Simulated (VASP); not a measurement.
The system is Rb4O.

```
Rb O
1.0
     5.65832    0.00000    0.00000
     0.00000    5.65832    0.00000
     0.00000    0.00000    5.65832
Rb O
4 1
Direct
  0.00000 0.50000 0.50000
  0.50000 0.00000 0.50000
  0.50000 0.50000 0.00000
  0.00000 0.00000 0.00000
  0.50000 0.50000 0.50000
```

The cell was generated, and may not be a known phase.

| Quantity | Value |
| --- | --- |
| Program | VASP 6.6.1 |
| Task | relaxation of cell and atoms |
| Functional | PBE |
| Potentials or basis | VASP PAW PBE potentials, release 64 (Rb_sv, O) |
| Cutoff | 600 eV |
| k mesh | 4 × 4 × 4 |
| Occupations | gaussian, width 0.1 eV |
| Spin | no spin polarisation |

At the start: pressure 3.6 GPa; volume 36.23 Å³/atom.

Question: How do energy, volume and symmetry change on relaxing?

Answer: Over 4 steps the energy falls by 100.5 meV/atom and the volume is 46.90 Å³/atom (+29.4 %); space group Pm-3m (No. 221, to 0.1 Å) before and after.

The path:
```
step  energy change (eV)  largest force (eV/Å)  pressure (GPa)  volume (Å³)
   1              0.0000                0.0000            3.59       181.16
   2             -0.3546                0.0000            1.66       203.28
   3             -0.4976                0.0000            0.25       229.08
   4             -0.5023                0.0000            0.03       234.48
```

Final structure:
```
CELL_PARAMETERS angstrom
6.16644 0.00000 0.00000
0.00000 6.16644 0.00000
0.00000 0.00000 6.16644
ATOMIC_POSITIONS crystal
Rb 0.00000 0.50000 0.50000
Rb 0.50000 0.00000 0.50000
Rb 0.50000 0.50000 0.00000
Rb 0.00000 0.00000 0.00000
O 0.50000 0.50000 0.50000
```

Caveat: the volume moved by over 15 % at a fixed basis, so the end points are rough.
